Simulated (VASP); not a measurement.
A run of VASP 6.6.1:

The input INCAR:

```
ALGO = Normal ; EDIFF = 1E-7
ENCUT = 520 ; GGA = PE
ISIF = 2 ; ISMEAR = 0
ISPIN = 2 ; LASPH = T
LCHARG = F ; LMAXMIX = 4
LORBIT = 11 ; LREAL = F
LWAVE = F ; MAGMOM = 0.8 0.8 0 0
NBANDS = 27 ; NELM = 150
PREC = Accurate ; SIGMA = 0.05
```

Contents of KPOINTS:

```
k-points
0
Gamma
  10 10 8
```

File POSCAR:

```
NiSb
1.0
    3.9710518376      0.0000000000      0.0000000000
   -1.9855259188      3.4390317711      0.0000000000
    0.0000000000      0.0000000000      5.1680081343
Ni Sb
2 2
Direct
    0.0000000000      0.0000000000      0.0000000000
    0.0000000000      0.0000000000      0.5000000000
    0.3333333333      0.6666666667      0.2500000000
    0.6666666667      0.3333333333      0.7500000000
```

Potentials or basis: VASP PAW PBE potentials, release 64 (Ni, Sb).

Command:

```bash
$ cat potpaw_PBE.64/Ni/POTCAR potpaw_PBE.64/Sb/POTCAR > POTCAR
$ mpirun -np 1 vasp_std > vasp.out
```

Hardware: 1 thread of Intel(R) Xeon(R) 6975P-C (Granite Rapids) (shared host).

Problem. Estimate the wall time of this run.

Solution. Run time: 2 min on 1 thread of Intel(R) Xeon(R) 6975P-C (Granite Rapids) (shared host), peak memory 0.34 GiB. Counts: scf iterations 18, k points 70.
